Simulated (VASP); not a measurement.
Ti19Al5:

```
Ti Al
1.0
     7.76655   -0.12864    0.23202
    -0.12864    7.66971    0.03036
     0.23202    0.03036    7.43666
Ti Al
19 5
Direct
  0.82146 0.39032 0.23699
  0.39731 0.11873 0.39505
  0.76533 0.93379 0.88816
  0.39482 0.23011 0.71481
  0.08377 0.78930 0.21858
  0.10841 0.13048 0.27986
  0.53347 0.28988 0.05849
  0.17224 0.42134 0.03115
  0.87086 0.25158 0.86929
  0.88741 0.75839 0.47021
  0.27290 0.78847 0.57249
  0.58233 0.88667 0.58786
  0.09109 0.04614 0.94480
  0.48194 0.81110 0.25050
  0.77853 0.04319 0.21506
  0.07114 0.39418 0.55952
  0.73490 0.18735 0.51526
  0.38135 0.58339 0.89575
  0.72565 0.62325 0.10715
  0.49375 0.51996 0.42475
  0.02456 0.69281 0.81716
  0.03285 0.03779 0.59328
  0.72042 0.51570 0.73415
  0.38789 0.92613 0.94046
```

Base run:

| Quantity | Value |
| --- | --- |
| Program | VASP 6.6.1 |
| Functional | PBE |
| Potentials or basis | VASP PAW PBE potentials, release 64 (Ti_sv, Al) |
| Cutoff | 400 eV |
| k mesh | 1 × 1 × 1, shifted |
| Occupations | fermi-dirac, width 0.0862 eV |
| Spin | no spin polarisation |

Its results: band gap on the k mesh zero (an odd number of electrons rules out a gap without spin polarisation); pressure -3.2 GPa; largest force 2.030 eV/Å.

**Question.** The run is repeated on the same cell with these changes: cutoff from 400 eV to 520 eV; further incar settings from LREAL = Auto; ALGO = Normal; EDIFF = 1e-06; NBANDS = 140; ISYM = -1 to LREAL = Auto; ALGO = Normal; EDIFF = 1e-06; NBANDS = 140; ISYM = 0. What comes out?

**Answer.** Band gap on the k mesh zero (an odd number of electrons rules out a gap without spin polarisation); pressure -2.7 GPa; largest force 2.010 eV/Å.

Caveats: some runs use coarse meshes; the atoms stand as in a frame of molecular dynamics.
